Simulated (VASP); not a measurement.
# MgS (Fm-3m) in VASP: notebook, part 2 of 2

VASP 6.6.1.

**3. Vibrations by perturbation theory, PBEsol**

This run uses another cell than the first one, of 17.39 Å³/atom.

INCAR reads:

```
SYSTEM = MgS
  PREC = Accurate
  ENCUT = 520
  EDIFF = 1E-8
  ISMEAR = 0
  SIGMA = 0.01
  LREAL = .FALSE.
  LASPH = .TRUE.
  NELM = 80
  ALGO = Normal
  ISIF = 2
  LWAVE = .FALSE.
  LCHARG = .TRUE.
  GGA = PS
  IBRION = 8
  NSW = 1
  LEPSILON = .TRUE.
```

KPOINTS reads:

```
Automatic mesh
0
G
  8 8 8
  0 0 0
```

POSCAR reads:

```
MgS
1.0
    0.0000000000      2.5908813054      2.5908813054
    2.5908813054      0.0000000000      2.5908813054
    2.5908813054      2.5908813054      0.0000000000
Mg S
1 1
Direct
    0.0000000000      0.0000000000      0.0000000000
    0.5000000000      0.5000000000      0.5000000000
```

Potentials or basis: VASP PAW PBE potentials, release 64 (Mg, S).

The run is started by

```sh
cat potpaw_PBE.64/Mg/POTCAR potpaw_PBE.64/S/POTCAR > POTCAR
mpirun -np 1 vasp_std > vasp.out
```

OUTCAR:

```text
SYSTEM = MgS
   PREC = Accurate
   ENCUT = 520
   EDIFF = 1E-8
   ISMEAR = 0
   LREAL = .FALSE.
   LASPH = .TRUE.
   NELM = 80
   ISIF = 2
   GGA = PS
   IBRION = 8
   NSW = 1
   LEPSILON = .TRUE.

 ion  position               nearest neighbor table
   1  0.000  0.000  0.000-   2 2.59   2 2.59   2 2.59   2 2.59   2 2.59   2 2.59
   2  0.500  0.500  0.500-   1 2.59   1 2.59   1 2.59   1 2.59   1 2.59   1 2.59

  LATTYP: Found a face centered cubic cell.
 ALAT       =     5.1817626108

  Lattice vectors:

 A1 = (   0.0000000000,   2.5908813054,   2.5908813054)
 A2 = (   2.5908813054,   0.0000000000,   2.5908813054)
 A3 = (   2.5908813054,   2.5908813054,   0.0000000000)

Analysis of symmetry for initial positions (statically):
=====================================================================
 Subroutine PRICEL returns:
 Original cell was already a primitive cell.

 Routine SETGRP: Setting up the symmetry group for a
 face centered cubic supercell.

 Subroutine GETGRP returns: Found 48 space group operations
 (whereof 48 operations were pure point group operations)
 out of a pool of 48 trial point group operations.

The static configuration has the point symmetry O_h .

Analysis of symmetry for dynamics (positions and initial velocities):
=====================================================================
 Subroutine PRICEL returns:
 Original cell was already a primitive cell.

 Routine SETGRP: Setting up the symmetry group for a
 face centered cubic supercell.
[... 522 lines left out ...]

 PIEZOELECTRIC TENSOR (including local field effects)  for field in x, y, z        (C/m^2)
          XX          YY          ZZ          XY          YZ          ZX
  --------------------------------------------------------------------------------
  x     0.00000     0.00000     0.00000     0.00000     0.00000     0.00000
  y     0.00000     0.00000     0.00000     0.00000     0.00000     0.00000
  z     0.00000     0.00000     0.00000     0.00000     0.00000     0.00000

 BORN EFFECTIVE CHARGES (including local field effects) (in |e|, cummulative output)
 ---------------------------------------------------------------------------------
 ion    1
    1     2.30931     0.00000    -0.00000
    2     0.00000     2.30931     0.00000
    3    -0.00000    -0.00000     2.30931
 ion    2
    1    -2.30931    -0.00000     0.00000
    2    -0.00000    -2.30931    -0.00000
    3     0.00000     0.00000    -2.30931

 INTERNAL STRAIN TENSOR FOR ION    2 for displacements in x,y,z  (eV/Angst):
          X           Y           Z          XY          YZ          ZX
  --------------------------------------------------------------------------------
  x     0.00000     0.00000     0.00000     0.00000     0.00000     0.00000
  y     0.00000     0.00000     0.00000     0.00000     0.00000     0.00000
  z     0.00000     0.00000     0.00000     0.00000     0.00000     0.00000

 SECOND DERIVATIVES (NOT SYMMETRIZED)
 ------------------------------------
               1X          1Y          1Z          2X          2Y          2Z
  1X    -3.003620    0.000000    0.000000    3.003620    0.000000    0.000000
  1Y     0.000000   -3.003620    0.000000    0.000000    3.003620    0.000000
  1Z     0.000000    0.000000   -3.003620    0.000000    0.000000    3.003620
  2X     3.000062    0.000000    0.000000   -3.000062    0.000000    0.000000
  2Y     0.000000    3.000062    0.000000    0.000000   -3.000062    0.000000
  2Z     0.000000    0.000000    3.000062    0.000000    0.000000   -3.000062

 Eigenvectors and eigenvalues of the dynamical matrix
 ----------------------------------------------------

   1 f  =    7.284839 THz    45.771996 2PiTHz  242.996089 cm-1    30.127662 meV
             X         Y         Z           dx          dy          dz
      0.000000  0.000000  0.000000     0.676070   -0.334751    0.000000
      2.590881  2.590881  2.590881    -0.588247    0.291266    0.000000
[... 21 lines left out ...]
   6 f/i=    0.002138 THz     0.013432 2PiTHz    0.071306 cm-1     0.008841 meV
             X         Y         Z           dx          dy          dz
      0.000000  0.000000  0.000000    -0.538675    0.314981   -0.203684
      2.590881  2.590881  2.590881    -0.619097    0.362007   -0.234093

--------------------------------------------------------------------------------------------------------

 MACROSCOPIC STATIC DIELECTRIC TENSOR IONIC CONTRIBUTION
 ------------------------------------------------------
           9.242105     0.000000    -0.000000
           0.000000     9.242105    -0.000000
          -0.000000    -0.000000     9.242105
 ------------------------------------------------------

 ELASTIC MODULI CONTR FROM IONIC RELAXATION (kBar)
 Direction    XX          YY          ZZ          XY          YZ          ZX
 --------------------------------------------------------------------------------
 XX           0.0000      0.0000      0.0000      0.0000      0.0000      0.0000
 YY           0.0000      0.0000      0.0000      0.0000      0.0000      0.0000
 ZZ           0.0000      0.0000      0.0000      0.0000      0.0000      0.0000
 XY           0.0000      0.0000      0.0000      0.0000      0.0000      0.0000
 YZ           0.0000      0.0000      0.0000      0.0000      0.0000      0.0000
 ZX           0.0000      0.0000      0.0000      0.0000      0.0000      0.0000
 --------------------------------------------------------------------------------

 PIEZOELECTRIC TENSOR IONIC CONTR  for field in x, y, z        (C/m^2)
          XX          YY          ZZ          XY          YZ          ZX
  --------------------------------------------------------------------------------
  x     0.00000     0.00000     0.00000     0.00000     0.00000     0.00000
  y     0.00000     0.00000     0.00000     0.00000     0.00000     0.00000
  z     0.00000     0.00000     0.00000     0.00000     0.00000     0.00000
```

OSZICAR:

```text
N       E                     dE             d eps       ncg     rms          rms(c)
DAV:   1     0.239886709249E+02    0.23989E+02   -0.37653E+03   472   0.826E+02
DAV:   2    -0.828530968988E+01   -0.32274E+02   -0.30599E+02   576   0.109E+02
[... 160 lines left out ...]
RMM:   7    -0.106101186662E+00   -0.15655E-04   -0.36712E-07  1424   0.357E-03    0.870E-04
RMM:   8    -0.106095567012E+00    0.56196E-05   -0.16330E-08  1510   0.880E-04    0.613E-04
RMM:   9    -0.106094190642E+00    0.13764E-05    0.86197E-09  1583   0.207E-04    0.164E-04
RMM:  10    -0.106094149274E+00    0.41368E-07    0.14142E-08  1691   0.400E-05    0.816E-06
RMM:  11    -0.106094065126E+00    0.84149E-07   -0.76243E-08  1541   0.145E-05    0.574E-06
RMM:  12    -0.106094079361E+00   -0.14235E-07    0.27295E-09  1559   0.709E-06    0.608E-07
RMM:  13    -0.106094084232E+00   -0.48715E-08   -0.11178E-08  1104   0.401E-06    0.375E-07
 Linear response finished
```

It took 4.5 min on 1 thread of Intel Xeon 8259CL, shared host; peak memory 0.21 GiB.

What came out:

* Electronic dielectric tensor (diagonal): 5.52
* Born charges (mean of the diagonal): Mg +2.31; S -2.31 e
* Highest phonon frequency at Γ, LO-TO splitting left out: 243 cm⁻¹

Phonon frequencies in cm⁻¹ (negative: imaginary):
```
              q point        frequencies
(0.000, 0.000, 0.000)  0 0 0 243 243 243
```

Electronic dielectric tensor:
```
5.52 0.00 0.00
0.00 5.52 0.00
0.00 0.00 5.52
```

Born effective charge tensors (e):
atom 1, Mg
```
2.31 0.00 0.00
0.00 2.31 0.00
0.00 0.00 2.31
```
atom 2, S
```
-2.31  0.00  0.00
 0.00 -2.31  0.00
 0.00  0.00 -2.31
```

Caveat: the PAW data sets were made with another functional, which shifts forces and pressure a little.

**4. Dielectric tensor, PBE**

INCAR reads:

```
PREC = Accurate ; ENCUT = 520
EDIFF = 1E-8 ; ISMEAR = 0
SIGMA = 0.01 ; LREAL = False
LASPH = True ; NELM = 60
ALGO = Normal ; ISIF = 2
LWAVE = False ; LCHARG = False
GGA = PE ; LEPSILON = True
```

KPOINTS reads:

```
Automatic mesh
0
Gamma
  8 8 8
```

POSCAR reads:

```
MgS
1.0
    0.0000000000      2.6015177399      2.6015177399
    2.6015177399      0.0000000000      2.6015177399
    2.6015177399      2.6015177399      0.0000000000
Mg S
1 1
Direct
    0.0000000000      0.0000000000      0.0000000000
    0.5000000000      0.5000000000      0.5000000000
```

Potentials or basis: VASP PAW PBE potentials, release 64 (Mg, S).

The run is started by

```sh
cat potpaw_PBE.64/Mg/POTCAR potpaw_PBE.64/S/POTCAR > POTCAR
mpirun -np 1 vasp_std > vasp.out
```

OUTCAR:

```text
PREC = Accurate
   ENCUT = 520
   EDIFF = 1E-8
   ISMEAR = 0
   LREAL = False
   LASPH = True
   NELM = 60
   ISIF = 2
   GGA = PE
   LEPSILON = True

 ion  position               nearest neighbor table
   1  0.000  0.000  0.000-   2 2.60   2 2.60   2 2.60   2 2.60   2 2.60   2 2.60
   2  0.500  0.500  0.500-   1 2.60   1 2.60   1 2.60   1 2.60   1 2.60   1 2.60

  LATTYP: Found a face centered cubic cell.
 ALAT       =     5.2030354798

  Lattice vectors:

 A1 = (   0.0000000000,   2.6015177399,   2.6015177399)
 A2 = (   2.6015177399,   0.0000000000,   2.6015177399)
 A3 = (   2.6015177399,   2.6015177399,   0.0000000000)

Analysis of symmetry for initial positions (statically):
=====================================================================
 Subroutine PRICEL returns:
 Original cell was already a primitive cell.

 Routine SETGRP: Setting up the symmetry group for a
 face centered cubic supercell.

 Subroutine GETGRP returns: Found 48 space group operations
 (whereof 48 operations were pure point group operations)
 out of a pool of 48 trial point group operations.

The static configuration has the point symmetry O_h .

Analysis of symmetry for dynamics (positions and initial velocities):
=====================================================================
 Subroutine PRICEL returns:
 Original cell was already a primitive cell.

 Routine SETGRP: Setting up the symmetry group for a
 face centered cubic supercell.

 Subroutine GETGRP returns: Found 48 space group operations
 (whereof 48 operations were pure point group operations)
 out of a pool of 48 trial point group operations.

The dynamic configuration has the point symmetry O_h .

 Subroutine INISYM returns: Found 48 space group operations
 (whereof 48 operations are pure point group operations),
 and found     1 'primitive' translations

----------------------------------------------------------------------------------------

                                     Primitive cell

  volume of cell :      35.2136

  direct lattice vectors                    reciprocal lattice vectors
     0.000000000  2.601517740  2.601517740    -0.192195499  0.192195499  0.192195499
     2.601517740  0.000000000  2.601517740     0.192195499 -0.192195499  0.192195499
     2.601517740  2.601517740  0.000000000     0.192195499  0.192195499 -0.192195499

  length of vectors
     3.679101671  3.679101671  3.679101671     0.332892369  0.332892369  0.332892369

  position of ions in fractional coordinates (direct lattice)
     0.000000000  0.000000000  0.000000000
     0.500000000  0.500000000  0.500000000

  ion indices of the primitive-cell ions
   primitive index   ion index
                 1           1
                 2           2

----------------------------------------------------------------------------------------

[... 373 lines left out ...]
      1      -7.4397      2.00000
      2      -0.5766      2.00000
      3       1.5918      2.00000
      4       2.5779      2.00000
      5       9.2981      0.00000
      6       9.8369      0.00000
      7      12.1449      0.00000
      8      13.1479      0.00000

 [... further k-points ...]

  FORCE on cell =-STRESS in cart. coord.  units (eV):
  Direction    XX          YY          ZZ          XY          YZ          ZX
  --------------------------------------------------------------------------------------
  -------------------------------------------------------------------------------------
  Total        0.1923857      0.1923857      0.1923857      0.0000000      0.0000000     -0.0000000
  in kB        8.7533239      8.7533239      8.7533239      0.0000000      0.0000000     -0.0000000
  external PRESSURE =       8.7533239 kB  Pullay stress =       0.0000000 kB

 VOLUME and BASIS-vectors are now :
 -----------------------------------------------------------------------------
  energy-cutoff  :      520.00
  volume of cell :       35.21
      direct lattice vectors                 reciprocal lattice vectors
     0.000000000  2.601517740  2.601517740    -0.192195499  0.192195499  0.192195499
     2.601517740  0.000000000  2.601517740     0.192195499 -0.192195499  0.192195499
     2.601517740  2.601517740  0.000000000     0.192195499  0.192195499 -0.192195499

 POSITION                                       TOTAL-FORCE (eV/Angst)
 -----------------------------------------------------------------------------------
      0.00000      0.00000      0.00000        -0.000000     -0.000000      0.000000
      2.60152      2.60152      2.60152         0.000000      0.000000      0.000000
 -----------------------------------------------------------------------------------
    total drift:                                0.000000      0.000000      0.000000

  FREE ENERGIE OF THE ION-ELECTRON SYSTEM (eV)
  ---------------------------------------------------
  free  energy   TOTEN  =        -8.5018495625 eV

  energy  without entropy=       -8.5018495625  energy(sigma->0) =       -8.50184956

 HEAD OF MICROSCOPIC STATIC DIELECTRIC TENSOR (INDEPENDENT PARTICLE, excluding Hartree and local field effects)
 ------------------------------------------------------
           5.940974    -0.000000     0.000000
          -0.000000     5.940974     0.000000
           0.000000    -0.000000     5.940974
 ------------------------------------------------------

 Free energy of the ion-electron system (eV)
  ---------------------------------------------------
  ---------------------------------------------------
  free energy    TOTEN  =        -0.47592762 eV

  energy without entropy =       -0.47592762

------------------------ aborting loop because EDIFF is reached ----------------------------------------

--------------------------------------- Ionic step        2  -------------------------------------------

------------------------ aborting loop because EDIFF is reached ----------------------------------------

--------------------------------------- Ionic step        3  -------------------------------------------

 Free energy of the ion-electron system (eV)
  ---------------------------------------------------
  ---------------------------------------------------
  free energy    TOTEN  =        -0.47592757 eV

  energy without entropy =       -0.47592757

------------------------ aborting loop because EDIFF is reached ----------------------------------------

 PIEZOELECTRIC TENSOR FIELD DIRECTION 3  (e Angst)
 -----------------------------------------------------------------------------
     0.00007  0.00000 -0.00000           (  0.00001  0.00000 -0.00000)
     0.00000  0.00007 -0.00000           (  0.00000  0.00001  0.00000)
    -0.00000  0.00000 -0.00154           ( -0.00000  0.00000  0.00000)

 PIEZOELECTRIC TENSOR FIELD DIRECTION 3  (C/m^2)
 -----------------------------------------------------------------------------
     0.00003  0.00000 -0.00000
     0.00000  0.00003 -0.00000
    -0.00000  0.00000 -0.00070

 MACROSCOPIC STATIC DIELECTRIC TENSOR (including local field effects in DFT)
 ------------------------------------------------------
           5.408632    -0.000000     0.000000
           0.000000     5.408632     0.000000
          -0.000000    -0.000000     5.408632
 ------------------------------------------------------

 PIEZOELECTRIC TENSOR (including local field effects)  for field in x, y, z        (e  Angst)
          XX          YY          ZZ          XY          YZ          ZX
  --------------------------------------------------------------------------------
  x     0.00000     0.00000     0.00000     0.00000     0.00000     0.00000
  y     0.00000     0.00000     0.00000     0.00000     0.00000     0.00000
  z     0.00000     0.00000     0.00000     0.00000     0.00000     0.00000

 PIEZOELECTRIC TENSOR (including local field effects)  for field in x, y, z        (C/m^2)
          XX          YY          ZZ          XY          YZ          ZX
  --------------------------------------------------------------------------------
  x     0.00000     0.00000     0.00000     0.00000     0.00000     0.00000
  y     0.00000     0.00000     0.00000     0.00000     0.00000     0.00000
  z     0.00000     0.00000     0.00000     0.00000     0.00000     0.00000

 BORN EFFECTIVE CHARGES (including local field effects) (in |e|, cummulative output)
 ---------------------------------------------------------------------------------
 ion    1
    1     2.32742     0.00000    -0.00000
    2    -0.00000     2.32742    -0.00000
    3    -0.00000     0.00000     2.32742
 ion    2
    1    -2.32742    -0.00000     0.00000
    2     0.00000    -2.32742     0.00000
    3     0.00000    -0.00000    -2.32742
```

OSZICAR:

```text
N       E                     dE             d eps       ncg     rms          rms(c)
DAV:   1     0.234284300811E+02    0.23428E+02   -0.37652E+03   472   0.822E+02
DAV:   2    -0.779503452859E+01   -0.31223E+02   -0.28946E+02   640   0.107E+02
[... 12 lines left out ...]
RMM:   7    -0.475679843279E+00   -0.19834E-03   -0.78561E-05  1480   0.543E-02    0.907E-03
RMM:   8    -0.475909388700E+00   -0.22955E-03   -0.61909E-06  1523   0.169E-02    0.343E-03
RMM:   9    -0.475891961682E+00    0.17427E-04   -0.12919E-06  1630   0.322E-03    0.791E-04
RMM:  10    -0.475927103046E+00   -0.35141E-04   -0.91440E-07  1601   0.930E-04    0.168E-04
RMM:  11    -0.475925699509E+00    0.14035E-05   -0.37817E-07  1558   0.178E-04    0.680E-05
RMM:  12    -0.475927661440E+00   -0.19619E-05    0.85235E-08  1004   0.725E-05    0.123E-05
RMM:  13    -0.475927565932E+00    0.95507E-07   -0.16447E-08   482   0.499E-05    0.332E-06
```

Run time: 2.3 min. Hardware: 1 thread of Intel Xeon 8259CL, shared host; peak memory 0.2 GiB.

What came out:

- Band gap on the k mesh: 2.78 eV (least direct gap 3.71 eV)
- Electronic dielectric tensor (diagonal): 5.41
- Born charges (mean of the diagonal): Mg +2.33; S -2.33 e

Electronic dielectric tensor:
```
5.41 0.00 0.00
0.00 5.41 0.00
0.00 0.00 5.41
```

Born effective charge tensors (e):
atom 1, Mg
```
2.33 0.00 0.00
0.00 2.33 0.00
0.00 0.00 2.33
```
atom 2, S
```
-2.33  0.00  0.00
 0.00 -2.33  0.00
 0.00  0.00 -2.33
```

A k mesh can miss the band edges. A hybrid or GW would open this gap; PBE tends to underestimate it.

**5. Overview**

```tsv
task	level	cell	gap on the mesh (eV)
dielectric tensor	r2SCAN	a = 3.679 Å, angles 60.0°, 2 atoms	3.43
vibrations by perturbation theory	PBEsol	a = 3.664 Å, angles 60.0°, 2 atoms	-
dielectric tensor	PBE	a = 3.679 Å, angles 60.0°, 2 atoms	2.78
```

Alike in all rows: potentials or basis VASP PAW PBE potentials, release 64 (Mg, S); no spin polarisation; k mesh 8 × 8 × 8; cutoff (eV) 520; smearing gaussian 0.01 eV.

Caveats: the PAW data sets were made with another functional, which shifts forces and pressure a little (at least some runs).

Total energies depend on the potentials used, so only differences within one code and one set of settings carry meaning.
